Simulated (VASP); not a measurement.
Zn:

```xyz
2
Lattice="2.7900 0.0000 0.0000 -1.3950 2.4162 0.0000 0.0000 0.0000 4.5561" Properties=species:S:1:pos:R:3 pbc="T T T"
Zn    0.0000    1.6108    1.1390
Zn    1.3950    0.8054    3.4171
```

* Program: VASP 6.6.1
* Task: relaxation of cell and atoms
* Functional: PBE
* Potentials or basis: VASP PAW PBE potentials, release 64 (Zn)
* Cutoff: 600 eV
* k mesh: 19 × 19 × 10
* Occupations: methfessel-paxton, width 0.05 eV
* Spin: no spin polarisation

At the start: pressure -1.5 GPa; volume 15.36 Å³/atom.

Problem. Where does the relaxation end?

Solution. Over 10 steps the energy falls by 19.0 meV/atom and the volume is 15.17 Å³/atom (-1.2 %); space group P6_3/mmc (No. 194, to 0.1 Å) before and after.

The path:
```
step  energy change (eV)  largest force (eV/Å)  pressure (GPa)  volume (Å³)
   1              0.0000                0.0000           -1.51        30.71
   2             -0.0079                0.0000           -0.14        30.07
   3             -0.0092                0.0000            0.65        29.77
   4             -0.0140                0.0000            0.58        29.83
   5             -0.0284                0.0000            0.20        30.01
   6             -0.0337                0.0000            1.05        30.25
   7             -0.0375                0.0000            0.32        30.15
   8             -0.0378                0.0000            0.48        30.17
   9             -0.0372                0.0000           -0.71        30.66
  10             -0.0380                0.0000            0.08        30.34
```

Final structure:
```
Zn
1.0
     2.66482    0.00000    0.00000
    -1.33241    2.30780    0.00000
     0.00000    0.00000    4.93354
Zn
2
Direct
  0.33333 0.66667 0.25000
  0.66667 0.33333 0.75000
```
